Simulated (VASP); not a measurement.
**HfO2: single point with PBE**

Crystal: HfO2.

```
CELL_PARAMETERS angstrom
3.55802 0.00000 0.00000
0.00000 3.55802 0.00000
0.00000 0.00000 5.17186
ATOMIC_POSITIONS crystal
Hf 0.35370 0.50000 0.55770
Hf 0.00000 0.00000 0.00000
O 0.00000 0.50000 0.69721
O 0.50000 0.00000 0.80279
O 0.50000 0.00000 0.30279
O 0.00000 0.50000 0.19721
```

This cell differs from its parent crystal: atom 1 (Hf) moved +0.600 Å towards its neighbour atom 3 (O) at 2.051 Å.

```json
{"Program": "VASP 6.6.1", "Task": "single point", "Functional": "PBE", "Potentials or basis": "VASP PAW PBE potentials, release 64 (Hf_pv, O)", "Cutoff": "520 eV", "k mesh": "6 × 6 × 6", "Occupations": "gaussian, width 0.05 eV", "Spin": "no spin polarisation", "Dipole correction": "no", "Further INCAR settings": "ALGO = Normal; EDIFF = 1e-07; NBANDS = 31"}
```

The pressure is 55.5 GPa. The largest force is 45.452 eV/Å. The band gap on the k mesh is 2.83 eV (least direct gap 3.09 eV).

Forces in eV/Å, atoms in the order of the input:
```
Hf   37.792   0.000 -25.252
Hf   -0.434   0.000   5.851
O   -35.580   0.000  20.263
O    -1.041   0.000  -0.603
O    -1.301   0.000   0.901
O     0.565   0.000  -1.159
```

Stress tensor (GPa, compression positive):
```
120.37   0.00 -66.50
  0.00   6.13   0.00
-66.50   0.00  40.05
```

Levels at points of the mesh, in eV from the valence-band top:
```
           k point  band 20  band 21  band 22  band 23  band 24  band 25
(0.00, 0.00, 0.00)    -1.02    -0.87    -0.26     2.83     3.62     4.38
(0.50, 0.00, 0.00)    -1.82    -1.39    -0.78     2.90     4.29     4.30
(0.00, 0.50, 0.00)    -1.88    -1.22    -0.95     3.09     4.16     4.83
(0.50, 0.50, 0.00)    -1.62    -1.02    -0.22     4.05     4.24     5.12
(0.00, 0.00, 0.50)    -2.54    -0.71    -0.19     3.63     3.75     4.74
(0.50, 0.00, 0.50)    -1.78    -1.46    -1.34     2.91     4.06     4.09
(0.00, 0.50, 0.50)    -2.19    -1.54    -1.46     3.78     4.08     5.00
(0.50, 0.50, 0.50)    -2.22    -1.03     0.00     3.99     4.14     5.17
```

It took 94 s on 1 thread of AMD EPYC 9R45 96-Core Processor (Zen 5), with other jobs on the host, peak memory 0.24 GiB.

Caveat: the cell differs from its parent crystal (atom 1 (Hf) moved +0.600 Å towards its neighbour atom 3 (O) at 2.051 Å); atoms lie so close that the PAW spheres overlap strongly, which falsifies energies and pressures; the stress differs along the axes, from 6 to 120 GPa; spin-orbit coupling is left out, which moves the levels of the heavy elements; forces of over 1 eV/Å act on the atoms, so gaps and moduli don't describe the material at rest. A k mesh can miss the band edges.
